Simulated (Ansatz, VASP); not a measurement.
## One calculation of CdSe, two programs

File INCAR:

```
SYSTEM = CdSe
ALGO     = Normal         ! electronic algorithm
EDIFF    = 1E-6           ! SCF threshold, eV
ENCUT    = 520            ! plane-wave cutoff, eV
GGA      = PE             ! functional
ISIF     = 2              ! what is computed and relaxed
ISMEAR   = 0              ! smearing method
LASPH    = .True.         ! aspherical terms in the spheres
LCHARG   = .True.         ! write CHGCAR
LELF     = .True.         ! ELF
LREAL    = .False.        ! projectors in reciprocal space
LVHAR    = .True.       
LWAVE    = .False.        ! write WAVECAR
NBANDS   = 16             ! bands
NELM     = 60             ! most SCF steps
PREC     = Accurate       ! precision mode
SIGMA    = 0.05           ! smearing width, eV
```

Contents of KPOINTS:

```
k-points
0
Gamma
  12 12 12
  0 0 0
```

POSCAR

```
CdSe
1.0
    0.0000000000      3.0702712000      3.0702712000
    3.0702712000      0.0000000000      3.0702712000
    3.0702712000      3.0702712000      0.0000000000
Cd Se
1 1
Direct
    0.0000000000      0.0000000000      0.0000000000
    0.2500000000      0.2500000000      0.2500000000
```

Input for Ansatz:

```yaml
crystal:
  lattice:
    - [0.0, 3.0702712, 3.0702712]
    - [3.0702712, 0.0, 3.0702712]
    - [3.0702712, 3.0702712, 0.0]
  atoms:
    - { symbol: Cd, position: [0.0, 0.0, 0.0] }
    - { symbol: Se, position: [0.25, 0.25, 0.25] }
basis:
  ecutwfc: 420
kpoints:
  mp_grid: { grid: [12, 12, 12] }
hamiltonian:
  xc: pbe
scf:
  occupations: { method: gaussian, width: 0.05 }
output:
  forces: true
  eigenvalues: true
  eigenstates:
    nscf_kmesh: { grid: [34, 34, 34] }
    top_band: c6
    de_dk: true
    localisation: true
  stress: true
checkpoint:
  write: ck
  compress: false
  write_wavefunctions: false
  write_every: 100000
```

Alike in both runs: task single point; functional PBE; k mesh 12 × 12 × 12; occupations gaussian, width 0.05 eV; no spin polarisation.

|  | VASP | Ansatz |
| --- | --- | --- |
| version | VASP 6.6.1 | Ansatz 0.2.0 |
| potentials or method | VASP PAW PBE potentials, release 64 (Cd, Se), cutoff 520 eV | scalar-relativistic, plane waves, PAW |
| valence electrons in the cell | 18 | 36 |

VASP gave:

- gap on the k mesh at the Fermi level (eV): 0.55
- pressure (GPa): 1.6

Which values does Ansatz return?

gap on the k mesh at the Fermi level (eV): 0.55; pressure (GPa): 1.3.

The functional is the same, so the differences come from potentials, cutoffs and numerics. VASP's potentials hold 18 valence electrons a cell and Ansatz's 36, so a difference there can come from the potentials and not from the codes.
